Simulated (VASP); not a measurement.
# MgI2 (Fm-3m) in VASP: notebook

The runs below take MgI2 through single point, with PBEsol, HSE06, PBE-based global hybrid with 50 % exact exchange, PBE-based screened hybrid with 100 % exact exchange.

Program: VASP 6.6.1. These are calculated values, not measurements. Logs are shortened: lines on timing, memory, paths and dates and some standing lists are left out, and cuts for length are marked.

## 1. The cell of the first run

It takes space group Fm-3m (No. 225, cubic). The conventional cell has a = 7.511 Å, b = 7.511 Å, c = 7.511 Å, α = 90.00°, β = 90.00°, γ = 90.00°. Mg (site symmetry m-3m) has 8 I at 3.25 Å within 4.3 Å. I (site symmetry -43m) has 4 Mg at 3.25 Å and 6 I at 3.76 Å within 4.3 Å.

## 2. Single point, PBEsol

INCAR reads:

```
SYSTEM = MgI2
ALGO = Normal
EDIFF = 1E-7
ENCUT = 520
GGA = PS
ISIF = 2
ISMEAR = 0
LASPH = .TRUE.
LCHARG = .TRUE.
LELF = .TRUE.
LREAL = .FALSE.
LVHAR = .TRUE.
LWAVE = .FALSE.
NBANDS = 15
NELM = 100
PREC = Accurate
SIGMA = 0.01
```

KPOINTS reads:

```
k-points
0
G
  4 4 4
  0 0 0
```

POSCAR reads:

```
MgI2
1.0
    0.0000000000      3.7557205885      3.7557205885
    3.7557205885      0.0000000000      3.7557205885
    3.7557205885      3.7557205885      0.0000000000
Mg I
1 2
Direct
    0.0000000000      0.0000000000      0.0000000000
    0.2500000000      0.2500000000      0.2500000000
    0.7500000000      0.7500000000      0.7500000000
```

Potentials or basis: VASP PAW PBE potentials, release 64 (Mg, I).

The run is started by

```
cat potpaw_PBE.64/Mg/POTCAR potpaw_PBE.64/I/POTCAR > POTCAR
mpirun -np 1 vasp_std > vasp.out
```

OUTCAR:

```text
SYSTEM = MgI2
   EDIFF = 1E-7
   ENCUT = 520
   GGA = PS
   ISIF = 2
   ISMEAR = 0
   LASPH = .TRUE.
   LREAL = .FALSE.
   NELM = 100
   PREC = Accurate

 ion  position               nearest neighbor table
   1  0.000  0.000  0.000-   3 3.25   3 3.25   3 3.25   2 3.25   2 3.25   2 3.25   3 3.25   2 3.25

   2  0.250  0.250  0.250-   1 3.25   1 3.25   1 3.25   1 3.25
   3  0.750  0.750  0.750-   1 3.25   1 3.25   1 3.25   1 3.25

  LATTYP: Found a face centered cubic cell.
 ALAT       =     7.5114411770

  Lattice vectors:

 A1 = (   0.0000000000,   3.7557205885,   3.7557205885)
 A2 = (   3.7557205885,   0.0000000000,   3.7557205885)
 A3 = (   3.7557205885,   3.7557205885,   0.0000000000)

Analysis of symmetry for initial positions (statically):
=====================================================================
 Subroutine PRICEL returns:
 Original cell was already a primitive cell.

 Routine SETGRP: Setting up the symmetry group for a
 face centered cubic supercell.

 Subroutine GETGRP returns: Found 48 space group operations
 (whereof 48 operations were pure point group operations)
 out of a pool of 48 trial point group operations.

The static configuration has the point symmetry O_h .

Analysis of symmetry for dynamics (positions and initial velocities):
=====================================================================
 Subroutine PRICEL returns:
 Original cell was already a primitive cell.

 Routine SETGRP: Setting up the symmetry group for a
 face centered cubic supercell.

 Subroutine GETGRP returns: Found 48 space group operations
 (whereof 48 operations were pure point group operations)
 out of a pool of 48 trial point group operations.

The dynamic configuration has the point symmetry O_h .

 Subroutine INISYM returns: Found 48 space group operations
 (whereof 48 operations are pure point group operations),
 and found     1 'primitive' translations

----------------------------------------------------------------------------------------

                                     Primitive cell

  volume of cell :     105.9522

  direct lattice vectors                    reciprocal lattice vectors
     0.000000000  3.755720589  3.755720589    -0.133130244  0.133130244  0.133130244
     3.755720589  0.000000000  3.755720589     0.133130244 -0.133130244  0.133130244
     3.755720589  3.755720589  0.000000000     0.133130244  0.133130244 -0.133130244

  length of vectors
     5.311390993  5.311390993  5.311390993     0.230588347  0.230588347  0.230588347

  position of ions in fractional coordinates (direct lattice)
     0.000000000  0.000000000  0.000000000
     0.250000000  0.250000000  0.250000000
     0.750000000  0.750000000  0.750000000

  ion indices of the primitive-cell ions
   primitive index   ion index
                 1           1
                 2           2
                 3           3

----------------------------------------------------------------------------------------

 KPOINTS: k-points

Automatic generation of k-mesh.
 Grid dimensions read from file:
 generate k-points for:    4    4    4

 Generating k-lattice:

  Cartesian coordinates                     Fractional coordinates (reciprocal lattice)
    -0.033282561  0.033282561  0.033282561     0.250000000  0.000000000  0.000000000
     0.033282561 -0.033282561  0.033282561     0.000000000  0.250000000  0.000000000
     0.033282561  0.033282561 -0.033282561     0.000000000  0.000000000  0.250000000

  Length of vectors
     0.057647087  0.057647087  0.057647087

  Shift w.r.t. Gamma in fractional coordinates (k-lattice)
     0.000000000  0.000000000  0.000000000

 Subroutine IBZKPT returns following result:
 ===========================================

 Found      8 irreducible k-points:

 Following reciprocal coordinates:
            Coordinates               Weight
  0.000000  0.000000  0.000000      1.000000
  0.250000  0.000000  0.000000      8.000000
  0.500000  0.000000  0.000000      4.000000
  0.250000  0.250000  0.000000      6.000000
  0.500000  0.250000  0.000000     24.000000
 -0.250000  0.250000  0.000000     12.000000
  0.500000  0.500000  0.000000      3.000000
 -0.250000  0.500000  0.250000      6.000000
   k-points           NKPTS =      8   k-points in BZ     NKDIM =      8   number of bands    NBANDS=     15
   number of dos      NEDOS =    301   number of ions     NIONS =      3
   total plane-waves  NPLWV =  64000
   dimension x,y,z NGX =    40 NGY =   40 NGZ =   40
   dimension x,y,z NGXF=    80 NGYF=   80 NGZF=   80
   ions per type =               1   2
   NGX,Y,Z   is equivalent  to a cutoff of  12.52, 12.52, 12.52 a.u.
   NGXF,Y,Z  is equivalent  to a cutoff of  25.04, 25.04, 25.04 a.u.
 SYSTEM =  MgI2
   PREC   = accura    normal or accurate (medium, high low for compatibility)
   ISTART =      0    job   : 0-new  1-cont  2-samecut
   ICHARG =      2    charge: 1-file 2-atom 10-const
   ISPIN  =      1    spin polarized calculation?
   LNONCOLLINEAR =      F non collinear calculations
   LSORBIT =      F    spin-orbit coupling
   LASPH  =      T    aspherical Exc in radial PAW
   ENCUT  =  520.0 eV  38.22 Ry    6.18 a.u.   9.88  9.88  9.88*2*pi/ulx,y,z
   NELM   =    100;   NELMIN=  2; NELMDL= -5     # of ELM steps
   EDIFF  = 0.1E-06   stopping-criterion for ELM
   LREAL  =      F    real-space projection
   EDIFFG = 0.1E-05   stopping-criterion for IOM
   NSW    =      0    number of steps for IOM
   IBRION =     -1    ionic relax: 0-MD 1-quasi-New 2-CG
   NFREE  =      0    steps in history (QN), initial steepest desc. (CG)
   ISIF   =      2    stress and relaxation
   ISYM   =      2    0-nonsym 1-usesym 2-fastsym
   POTIM  = 0.5000    time-step for ionic-motion
   TEBEG  =    0.0;   TEEND  =   0.0 temperature during run
   PSTRESS=    0.0 pullay stress
   NELECT =      16.0000    total number of electrons
   NUPDOWN=      -1.0000    fix difference up-down
   EMIN   =  10.00;   EMAX   =-10.00  energy-range for DOS
   EFERMI =   0.00;   METHOD = LEGACY
   ISMEAR =     0;   SIGMA  =   0.01  broadening in eV -4-tet -1-fermi 0-gaus
   EFERMI_NEDOS =   21; number of points for ismear=-14 and -15
   IALGO  =     38    algorithm
   IMIX   =      4    mixing-type and parameters
     AMIX     =   0.40;   BMIX     =  1.00
     AMIX_MAG =   1.60;   BMIX_MAG =  1.00
  volume/ion in A,a.u.               =      35.32       238.33
  Fermi-wavevector in a.u.,A,eV,Ry     =   0.871789  1.647443 10.340654  0.760017
  Thomas-Fermi vector in A             =   1.990947
   LORBIT       =      0    0 simple, 1 ext, 2 COOP (PROOUT), +10 PAW based schemes
   GGA     = PS    functional components
   LHFCALC =     F    Hartree Fock is set to
   AEXX    =    0.0000 exact exchange contribution
   IVDW    =     0    specifies the selected vdW correction
   LEPSILON=     F    determine dielectric tensor
   LRPA    =     F    only Hartree local field effects (RPA)
 non-spin polarized calculation
 Gauss-broadening in eV      SIGMA  =   0.01
  energy-cutoff  :      520.00
  volume of cell :      105.95
 maximum number of plane-waves:      2884
   NGX = 19   NGY = 19   NGZ = 19

 number of electron      16.0000001 magnetization

 Free energy of the ion-electron system (eV)
  ---------------------------------------------------
  ext. energy  EPLUGINS =         0.00000000
  ---------------------------------------------------
  free energy    TOTEN  =        -7.14402002 eV

  energy without entropy =       -7.14402002  energy(sigma->0) =       -7.14402002

 E-fermi :   3.2505     XC(G=0):  -8.2664

 val. band max:        3.1758865160   @ k =   0.5000   0.5000   0.0000
 cond. band min:       3.7231294138   @ k =   0.0000   0.0000   0.0000
 fundamental gap:      0.5472428977
 Fermi energy:         3.2504880250

 k-point     1 :       0.0000    0.0000    0.0000
  band No.  band energies     occupation
      1      -9.8006      2.00000
      2      -8.2330      2.00000
      3       0.1920      2.00000
      4       0.1920      2.00000
      5       0.1920      2.00000
      6       2.0583      2.00000
      7       2.0583      2.00000
      8       2.0583      2.00000
      9       3.7231      0.00000
     10       6.2043      0.00000
     11       6.2043      0.00000
     12       6.2043      0.00000
     13       8.2552      0.00000
     14       8.2552      0.00000
     15       9.5920      0.00000

 k-point     2 :       0.2500    0.0000    0.0000
  band No.  band energies     occupation
      1      -9.5819      2.00000
      2      -8.4729      2.00000
      3       0.0326      2.00000
      4       0.3072      2.00000
      5       0.3072      2.00000
      6       1.0065      2.00000
      7       1.5600      2.00000
      8       1.5600      2.00000
      9       5.1128      0.00000
     10       6.8739      0.00000
     11       6.8739      0.00000
     12       6.9977      0.00000
     13       9.3901      0.00000
     14       9.3901      0.00000
     15      10.8553      0.00000

 k-point     3 :       0.5000    0.0000    0.0000
  band No.  band energies     occupation
      1      -9.0447      2.00000
      2      -9.0312      2.00000
      3      -0.2472      2.00000
      4       0.6012      2.00000
      5       0.6477      2.00000
      6       0.6477      2.00000
      7       0.8926      2.00000
      8       0.8926      2.00000
      9       5.8361      0.00000
     10       8.1864      0.00000
     11       8.1864      0.00000
     12       9.0112      0.00000
     13       9.6953      0.00000
     14       9.6953      0.00000
     15      10.1628      0.00000
[... 55 lines left out ...]
 k-point     7 :       0.5000    0.5000    0.0000
  band No.  band energies     occupation
      1      -9.2277      2.00000
      2      -8.7150      2.00000
      3      -1.7024      2.00000
      4      -0.6085      2.00000
      5      -0.6085      2.00000
      6       2.6734      2.00000
      7       2.6734      2.00000
      8       3.1759      2.00000
      9       4.1899      0.00000
     10       7.1623      0.00000
     11       9.5528      0.00000
     12       9.5568      0.00000
     13       9.5568      0.00000
     14       9.9497      0.00000
     15      10.3130      0.00000

 k-point     8 :      -0.2500    0.5000    0.2500
  band No.  band energies     occupation
      1      -8.9889      2.00000
      2      -8.9889      2.00000
      3      -1.5076      2.00000
      4      -0.9338      2.00000
      5       0.7148      2.00000
      6       0.7148      2.00000
      7       2.8432      2.00000
      8       2.9785      2.00000
      9       5.0579      0.00000
     10       7.2282      0.00000
     11       8.5038      0.00000
     12       8.5038      0.00000
     13      10.6601      0.00000
     14      10.9699      0.00000
     15      10.9699      0.00000

------------------------ aborting loop because EDIFF is reached ----------------------------------------

  FORCE on cell =-STRESS in cart. coord.  units (eV):
  Direction    XX          YY          ZZ          XY          YZ          ZX
  --------------------------------------------------------------------------------------
  -------------------------------------------------------------------------------------
  Total       -0.7737722     -0.7737722     -0.7737722      0.0000000      0.0000000     -0.0000000
  in kB      -11.7007554    -11.7007554    -11.7007554      0.0000000      0.0000000     -0.0000000
  external PRESSURE =     -11.7007554 kB  Pullay stress =       0.0000000 kB

 VOLUME and BASIS-vectors are now :
 -----------------------------------------------------------------------------
  energy-cutoff  :      520.00
  volume of cell :      105.95
      direct lattice vectors                 reciprocal lattice vectors
     0.000000000  3.755720589  3.755720589    -0.133130244  0.133130244  0.133130244
     3.755720589  0.000000000  3.755720589     0.133130244 -0.133130244  0.133130244
     3.755720589  3.755720589  0.000000000     0.133130244  0.133130244 -0.133130244

 POSITION                                       TOTAL-FORCE (eV/Angst)
 -----------------------------------------------------------------------------------
      0.00000      0.00000      0.00000         0.000000     -0.000000      0.000000
      1.87786      1.87786      1.87786         0.000000      0.000000      0.000000
      5.63358      5.63358      5.63358        -0.000000     -0.000000     -0.000000
 -----------------------------------------------------------------------------------
    total drift:                                0.000000     -0.000000      0.000000

  FREE ENERGIE OF THE ION-ELECTRON SYSTEM (eV)
  ---------------------------------------------------
  free  energy   TOTEN  =        -7.1440200206 eV

  energy  without entropy=       -7.1440200206  energy(sigma->0) =       -7.14402002
```

It took 14 s on 1 thread of Intel Xeon Platinum 8488C (Sapphire Rapids), shared host; peak memory 0.23 GiB.

Results:

* Free energy: -7.1440 eV
* Pressure: -1.2 GPa
* Band gap on the k mesh: 0.55 eV (least direct gap 1.01 eV)

Levels at points of the mesh, in eV from the valence-band top:
| k point | band 5 | band 6 | band 7 | band 8 | band 9 | band 10 | band 11 | band 12 |
| --- | --- | --- | --- | --- | --- | --- | --- | --- |
| (0.00, 0.00, 0.00) | -2.98 | -1.12 | -1.12 | -1.12 | 0.55 | 3.03 | 3.03 | 3.03 |
| (0.50, 0.00, 0.00) | -2.53 | -2.53 | -2.28 | -2.28 | 2.66 | 5.01 | 5.01 | 5.84 |
| (0.50, 0.50, 0.00) | -3.78 | -0.50 | -0.50 | 0.00 | 1.01 | 3.99 | 6.38 | 6.38 |

Caveat: the PAW data sets were made with another functional, which shifts forces and pressure a little; spin-orbit coupling is left out, which moves the levels of the heavy elements. A k mesh can miss the band edges.

(Continued in part 2 of 2.)
